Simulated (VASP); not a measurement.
Wanted: the native input for a VASP 6.6.1 run.

```yaml
Task: single point
Functional: PBE
Potentials_or_basis: VASP PAW PBE potentials, release 64 (Sn_d, O)
Cutoff: 520 eV
k_mesh: 2 × 2 × 1
Occupations: gaussian, width 0.05 eV
Spin: no spin polarisation
Dipole_correction: no
Further_INCAR_settings: LREAL = Auto; ALGO = Normal; EDIFF = 1e-06; NBANDS = 180
```

The structure of SnO2 lies in POSCAR:

```
SnO2
1.0
   -5.3733100000      5.3733100000      1.6162330000
   -5.3733100000     -5.3733100000      1.6162330000
    0.0000000000      0.0000000000      9.6973980000
Sn O
12 24
Direct
    0.1821430000      0.4799910000      0.0563110000
    0.1821440000      0.4799910000      0.3896440000
    0.1821450000      0.4799910000      0.7229770000
    0.4799900000      0.8178560000      0.1170260000
    0.4799910000      0.8178560000      0.4503590000
    0.4799920000      0.8178560000      0.7836920000
    0.5200080000      0.1821440000      0.2163080000
    0.5200090000      0.1821440000      0.5496410000
    0.5200100000      0.1821440000      0.8829740000
    0.8178580000      0.5200090000      0.2770220000
    0.8178560000      0.5200090000      0.6103560000
    0.8178570000      0.5200090000      0.9436890000
    0.7040060000      0.3819160000      0.1523460000
    0.7040040000      0.3819160000      0.4856800000
    0.7040050000      0.3819160000      0.8190130000
    0.3819140000      0.2959950000      0.0536820000
    0.3819150000      0.2959950000      0.3870150000
    0.3819160000      0.2959950000      0.7203480000
    0.6180840000      0.7040050000      0.2796520000
    0.6180850000      0.7040050000      0.6129850000
    0.6180860000      0.7040050000      0.9463180000
    0.2959950000      0.6180840000      0.1809870000
    0.2959960000      0.6180840000      0.5143200000
    0.2959940000      0.6180840000      0.8476540000
    0.0506750000      0.3605300000      0.2647990000
    0.0506730000      0.3605300000      0.5981330000
    0.0506740000      0.3605300000      0.9314660000
    0.3605320000      0.9493270000      0.2816900000
    0.3605300000      0.9493270000      0.6150240000
    0.3605310000      0.9493270000      0.9483570000
    0.9493260000      0.6394700000      0.0685340000
    0.9493270000      0.6394700000      0.4018670000
    0.9493280000      0.6394700000      0.7352000000
    0.6394690000      0.0506730000      0.0516430000
    0.6394700000      0.0506730000      0.3849760000
    0.6394710000      0.0506730000      0.7183090000
```

The input as run:

INCAR

```
SYSTEM = SnO2
ALGO     = Normal         ! electronic algorithm
EDIFF    = 1E-6           ! SCF threshold, eV
ENCUT    = 520            ! plane-wave cutoff, eV
GGA      = PE             ! functional
ISIF     = 2              ! what is computed and relaxed
ISMEAR   = 0              ! smearing method
LASPH    = .True.         ! aspherical terms in the spheres
LCHARG   = .True.         ! write CHGCAR
LELF     = .True.         ! ELF
LREAL    = Auto         
LVHAR    = .True.       
LWAVE    = .False.        ! write WAVECAR
NBANDS   = 180            ! bands
NELM     = 60             ! most SCF steps
PREC     = Accurate       ! precision mode
SIGMA    = 0.05           ! smearing width, eV
```

KPOINTS

```
k-points
0
Gamma
  2 2 1
  0 0 0
```

Potentials or basis: VASP PAW PBE potentials, release 64 (Sn_d, O).

The run is started by

```bash
$ cat potpaw_PBE.64/Sn_d/POTCAR potpaw_PBE.64/O/POTCAR > POTCAR
$ mpirun -np 1 vasp_std > vasp.out
```

It gave:

```
Pressure               : 0.2 GPa
Largest force          : 0.214 eV/Å
Band gap on the k mesh : 1.76 eV
```

Caveat: the k points lie up to 0.68 Å⁻¹ apart; spin-orbit coupling is left out, which moves the levels of the heavy elements.

Wall time 8.3 min on 1 thread of Intel(R) Xeon(R) Platinum 8488C (Sapphire Rapids), with other jobs on the host, peak memory 0.67 GiB.
